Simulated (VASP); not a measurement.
# ScAl3N3 (I4mm) in VASP: single point with PBE

Aim: the single point of ScAl3N3 with PBE.

Everything below comes from runs of VASP 6.6.1. Logs are shortened: lines on timing, memory, paths and dates and some standing lists are left out, and cuts for length are marked.

### Step 1. The cell of the first run

Symmetry: I4mm, No. 107, tetragonal system. The conventional cell has a = 4.341 Å, b = 4.341 Å, c = 7.928 Å, α = 90.00°, β = 90.00°, γ = 90.00°. Within 2.9 Å of Sc (site symmetry 4mm) lie 5 N at 2.17 to 2.20 Å and 4 Al at 2.87 Å. Al (site symmetry 2mm) has 4 N at 1.97 to 2.17 Å within 2.6 Å. Al (site symmetry 4mm) has 5 N at 1.93 to 2.17 Å within 2.6 Å. N (site symmetry 4mm) has 5 Al at 1.93 to 2.17 Å and 1 Sc at 2.20 Å within 2.6 Å. N (site symmetry 2mm) has 4 Al at 1.97 to 2.17 Å and 2 Sc at 2.17 Å within 2.6 Å.

### Step 2. Single point, PBE

INCAR

```
ALGO = Normal
EDIFF = 1E-6
ENCUT = 600
GGA = PE
GGA_COMPAT = F
ISIF = 2
ISMEAR = 0
LASPH = T
LCHARG = F
LREAL = F
LWAVE = F
NBANDS = 26
NELM = 120
PREC = Accurate
SIGMA = 0.2
```

KPOINTS

```
k-points
0
Gamma
  4 4 4
```

POSCAR

```
ScAl3N3
1.0
   -2.1706986596      2.1706986596      3.9640617258
    2.1706986596     -2.1706986596      3.9640617258
    2.1706986596      2.1706986596     -3.9640617258
Sc Al N
1 3 3
Direct
    0.6979946270      0.6979946270      0.0000000000
    0.9605904050      0.4605904050      0.5000000000
    0.4605904050      0.9605904050      0.5000000000
    0.2191310447      0.2191310447      0.0000000000
   -0.0240972004     -0.0240972004      0.0000000000
    0.7127330693      0.2127330693      0.5000000000
    0.2127330693      0.7127330693      0.5000000000
```

Potentials or basis: VASP PAW PBE potentials, release 64 (Sc_sv, Al, N).

Started as:

```console
cat potpaw_PBE.64/Sc_sv/POTCAR potpaw_PBE.64/Al/POTCAR potpaw_PBE.64/N/POTCAR > POTCAR
mpirun -np 1 vasp_std > vasp.out
```

OUTCAR:

```text
EDIFF = 1E-6
   ENCUT = 600
   GGA = PE
   ISIF = 2
   ISMEAR = 0
   LASPH = T
   LREAL = F
   NELM = 120
   PREC = Accurate

 ion  position               nearest neighbor table
   1  0.698  0.698  0.000-   7 2.17   6 2.17   6 2.17   7 2.17   5 2.20   3 2.87   2 2.87   3 2.87
                             2 2.87   3 3.01   2 3.01   2 3.01   3 3.01   4 3.07   4 3.07   4 3.07
   2  0.961  0.461  0.500-   6 1.97   7 2.00   5 2.17   5 2.17   1 2.87   1 2.87   4 2.89   4 2.89
                             4 2.99   4 2.99   1 3.01   1 3.01   3 3.07   3 3.07   3 3.07   3 3.07
   3  0.461  0.961  0.500-   7 1.97   6 2.00   5 2.17   5 2.17   1 2.87   1 2.87   4 2.89   4 2.89
                             4 2.99   4 2.99   1 3.01   1 3.01   2 3.07   2 3.07   2 3.07   2 3.07
   4  0.219  0.219  0.000-   5 1.93   6 2.17   7 2.17   7 2.17   6 2.17   2 2.89   3 2.89   3 2.89
                             2 2.89   3 2.99   2 2.99   3 2.99   2 2.99   1 3.07   1 3.07   1 3.07
   5  0.976  0.976  0.000-   4 1.93   3 2.17   2 2.17   2 2.17   3 2.17   1 2.20
   6  0.713  0.213  0.500-   2 1.97   3 2.00   4 2.17   4 2.17   1 2.17   1 2.17
   7  0.213  0.713  0.500-   3 1.97   2 2.00   4 2.17   4 2.17   1 2.17   1 2.17

  LATTYP: Found a body centered tetragonal cell.
 ALAT       =     4.3413973192
 C/A-ratio  =     1.8261685970

  Lattice vectors:

 A1 = (  -2.1706986596,   2.1706986596,   3.9640617258)
 A2 = (   2.1706986596,  -2.1706986596,   3.9640617258)
 A3 = (   2.1706986596,   2.1706986596,  -3.9640617258)

Analysis of symmetry for initial positions (statically):
=====================================================================
 Subroutine PRICEL returns:
 Original cell was already a primitive cell.

 Routine SETGRP: Setting up the symmetry group for a
 body centered tetragonal supercell.

 Subroutine GETGRP returns: Found  8 space group operations
 (whereof  8 operations were pure point group operations)
 out of a pool of 16 trial point group operations.

The static configuration has the point symmetry C_4v.

Analysis of symmetry for dynamics (positions and initial velocities):
=====================================================================
 Subroutine PRICEL returns:
 Original cell was already a primitive cell.

 Routine SETGRP: Setting up the symmetry group for a
 body centered tetragonal supercell.

 Subroutine GETGRP returns: Found  8 space group operations
 (whereof  8 operations were pure point group operations)
 out of a pool of 16 trial point group operations.

The dynamic configuration has the point symmetry C_4v.

 Subroutine INISYM returns: Found  8 space group operations
 (whereof  8 operations are pure point group operations),
 and found     1 'primitive' translations

[... 103 lines left out ...]
   NELECT =      35.0000    total number of electrons
   NUPDOWN=      -1.0000    fix difference up-down
   EMIN   =  10.00;   EMAX   =-10.00  energy-range for DOS
   EFERMI =   0.00;   METHOD = LEGACY
   ISMEAR =     0;   SIGMA  =   0.20  broadening in eV -4-tet -1-fermi 0-gaus
   EFERMI_NEDOS =   21; number of points for ismear=-14 and -15
   IALGO  =     38    algorithm
   IMIX   =      4    mixing-type and parameters
     AMIX     =   0.40;   BMIX     =  1.00
     AMIX_MAG =   1.60;   BMIX_MAG =  1.00
  volume/ion in A,a.u.               =      10.67        72.03
  Fermi-wavevector in a.u.,A,eV,Ry     =   1.271445  2.402683 21.994814  1.616573
  Thomas-Fermi vector in A             =   2.404378
   LORBIT       =      0    0 simple, 1 ext, 2 COOP (PROOUT), +10 PAW based schemes
   GGA     = PE    functional components
   LHFCALC =     F    Hartree Fock is set to
   AEXX    =    0.0000 exact exchange contribution
   IVDW    =     0    specifies the selected vdW correction
   LEPSILON=     F    determine dielectric tensor
   LRPA    =     F    only Hartree local field effects (RPA)
 non-spin polarized calculation
 Gauss-broadening in eV      SIGMA  =   0.20
  energy-cutoff  :      600.00
  volume of cell :       74.71
 maximum number of plane-waves:      2520
   NGX = 21   NGY = 21   NGZ = 21

 number of electron      34.9999999 magnetization

 Free energy of the ion-electron system (eV)
  ---------------------------------------------------
  ext. energy  EPLUGINS =         0.00000000
  ---------------------------------------------------
  free energy    TOTEN  =       -48.32206404 eV

  energy without entropy =      -48.26375947  energy(sigma->0) =      -48.29291175

 E-fermi :   9.7208     XC(G=0): -11.5725

 val. band max:        9.6913779037   @ k =   0.0000   0.0000   0.0000
 cond. band min:       9.7930885358   @ k =   0.2500   0.0000   0.0000
 fundamental gap:      0.1017106321
 Fermi energy:         9.7208269551

 k-point     1 :       0.0000    0.0000    0.0000
  band No.  band energies     occupation
      1     -39.7645      2.00000
      2     -18.5766      2.00000
      3     -18.5766      2.00000
      4     -18.5072      2.00000
      5      -8.2808      2.00000
      6      -6.0296      2.00000
[... 366 lines left out ...]
     25      13.3894      0.00000
     26      13.5604      0.00000

------------------------ aborting loop because EDIFF is reached ----------------------------------------

  FORCE on cell =-STRESS in cart. coord.  units (eV):
  Direction    XX          YY          ZZ          XY          YZ          ZX
  --------------------------------------------------------------------------------------
  -------------------------------------------------------------------------------------
  Total        0.1269116      0.1269116      0.2722995      0.0000000      0.0000000      0.0000000
  in kB        2.7215258      2.7215258      5.8392628      0.0000000      0.0000000      0.0000000
  external PRESSURE =       3.7607715 kB  Pullay stress =       0.0000000 kB

 VOLUME and BASIS-vectors are now :
 -----------------------------------------------------------------------------
  energy-cutoff  :      600.00
  volume of cell :       74.71
      direct lattice vectors                 reciprocal lattice vectors
    -2.170698660  2.170698660  3.964061726     0.000000000  0.230340585  0.126133253
     2.170698660 -2.170698660  3.964061726     0.230340585  0.000000000  0.126133253
     2.170698660  2.170698660 -3.964061726     0.230340585  0.230340585  0.000000000

 POSITION                                       TOTAL-FORCE (eV/Angst)
 -----------------------------------------------------------------------------------
      0.00000      0.00000      5.53379         0.000000      0.000000     -0.040046
      0.00000      2.17070      3.65162         0.000000     -0.000000      0.000843
      2.17070      0.00000      3.65162        -0.000000      0.000000      0.000843
      0.00000      0.00000      1.73730        -0.000000     -0.000000     -0.010559
      0.00000      0.00000      7.73708        -0.000000     -0.000000      0.046879
      0.00000      2.17070      1.68657         0.000000      0.000000      0.001020
      2.17070      0.00000      1.68657         0.000000      0.000000      0.001020
 -----------------------------------------------------------------------------------
    total drift:                               -0.000000     -0.000000     -0.001231

  FREE ENERGIE OF THE ION-ELECTRON SYSTEM (eV)
  ---------------------------------------------------
  free  energy   TOTEN  =       -48.3220640361 eV

  energy  without entropy=      -48.2637594714  energy(sigma->0) =      -48.29291175
```

OSZICAR:

```text
N       E                     dE             d eps       ncg     rms          rms(c)
DAV:   1     0.335682882650E+03    0.33568E+03   -0.17037E+04   676   0.146E+03
DAV:   2    -0.789240579276E+01   -0.34358E+03   -0.32989E+03   700   0.409E+02
DAV:   3    -0.542495140777E+02   -0.46357E+02   -0.44908E+02  1042   0.131E+02
DAV:   4    -0.562883551079E+02   -0.20388E+01   -0.20204E+01  1024   0.327E+01
DAV:   5    -0.563149487706E+02   -0.26594E-01   -0.26565E-01   976   0.356E+00    0.187E+01
DAV:   6    -0.484174736370E+02    0.78975E+01   -0.39183E+01  1120   0.455E+01    0.753E+00
DAV:   7    -0.484075087412E+02    0.99649E-02   -0.28793E+00  1062   0.147E+01    0.556E+00
DAV:   8    -0.483369306615E+02    0.70578E-01   -0.22122E-01  1080   0.398E+00    0.192E+00
DAV:   9    -0.483239449887E+02    0.12986E-01   -0.22498E-02   908   0.120E+00    0.498E-01
DAV:  10    -0.483219941691E+02    0.19508E-02   -0.11190E-02  1056   0.818E-01    0.205E-01
DAV:  11    -0.483221534005E+02   -0.15923E-03   -0.10570E-03   984   0.231E-01    0.107E-01
DAV:  12    -0.483220700639E+02    0.83337E-04   -0.28217E-04   960   0.129E-01    0.281E-02
DAV:  13    -0.483220648128E+02    0.52511E-05   -0.42361E-05  1088   0.498E-02    0.795E-03
DAV:  14    -0.483220640361E+02    0.77661E-06   -0.23165E-06   616   0.135E-02
   1 F= -.48322064E+02 E0= -.48292912E+02  d E =-.583046E-01
```

stdout:

```text
POSCAR found type information on POSCAR ScAlN
 POSCAR found :  3 types and       7 ions
 scaLAPACK will be used
 LDA part: xc-table for (Slater+PW92), standard interpolation
 POSCAR, INCAR and KPOINTS ok, starting setup
 FFT: planning ... GRIDC
 FFT: planning ... GRID_SOFT
 FFT: planning ... GRID
 WAVECAR not read
 entering main loop
```

It took 42 s on 1 thread of Intel Xeon Platinum 8259CL at 2.50GHz (Skylake/Cascade Lake), shared host; peak memory 0.24 GiB.

What came out:

```yaml
Free_energy: -48.3221 eV
Pressure: 0.4 GPa
Largest_force: 0.047 eV/Å
```

Forces in eV/Å, atoms in the order of the input:
```
Sc   0.000  0.000 -0.040
Al   0.000  0.000  0.001
Al   0.000  0.000  0.001
Al   0.000  0.000 -0.011
N    0.000  0.000  0.047
N    0.000  0.000  0.001
N    0.000  0.000  0.001
```

Stress tensor (GPa, compression positive):
```
0.27 0.00 0.00
0.00 0.27 0.00
0.00 0.00 0.58
```

Caveat: the k points lie up to 0.51 Å⁻¹ apart.
